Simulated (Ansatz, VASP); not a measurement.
## One calculation of Fe, two programs

```xyz
1
Lattice="0.0000 1.7025 1.7025 1.7025 0.0000 1.7025 1.7025 1.7025 0.0000" Properties=species:S:1:pos:R:3 pbc="T T T"
Fe    1.7025    1.7025    1.7025
```

Alike in both runs: functional PBEsol; k mesh 8 × 8 × 8; occupations gaussian, width 0.1 eV; no spin polarisation.

Ansatz relaxed the structure, and its values are those at the end. VASP's run is a single point on that final structure, the one shown.

```csv
,VASP,Ansatz
version,VASP 6.6.1,Ansatz 0.2.0
potentials or method,"VASP PAW PBE potentials, release 64 (Fe), cutoff 520 eV","scalar-relativistic, plane waves, PAW"
valence electrons in the cell,8,16
```

|  | VASP | Ansatz | Ansatz less VASP |
| --- | --- | --- | --- |
| gap on the k mesh at the Fermi level (eV) | none | none | - |
| pressure (GPa) | -0.8 | -0.3 | +0.42 |

VASP's potentials were made for PBE, not for PBEsol. A gap of «none» marks a metal or a gap that the smearing closes. VASP's potentials hold 8 valence electrons a cell and Ansatz's 16, so a difference there can come from the potentials and not from the codes.

The k mesh is coarse, so the values compare programs but aren't converged.
